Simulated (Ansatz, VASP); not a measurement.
# LiF in VASP and in Ansatz

```
CELL_PARAMETERS angstrom
0.00000 1.91966 1.91966
1.91966 0.00000 1.91966
1.91966 1.91966 0.00000
ATOMIC_POSITIONS crystal
Li 0.00000 0.00000 0.00000
F 0.50000 0.50000 0.50000
```

Change from the starting cell: hydrostatic strain -3.8%.

Alike in both runs: task single point; functional PBE; k mesh 10 × 10 × 10; occupations fermi-dirac, width 0.02 eV; no spin polarisation.

```csv
,VASP,Ansatz
version,VASP 6.6.1,Ansatz 0.2.0
potentials or method,"VASP PAW PBE potentials, release 64 (Li_sv, F)","plane waves, PAW"
plane-wave cutoff (eV),520,420
valence electrons in the cell,10,10
```

```csv
,VASP,Ansatz,Ansatz less VASP
gap on the k mesh at the Fermi level (eV),10.50,10.49,-0.005
```

With one functional, cell and mesh, what is left measures potentials, basis and numerics.

Noted on VASP's run: the cutoff is short for stress, so the pressure is rough.
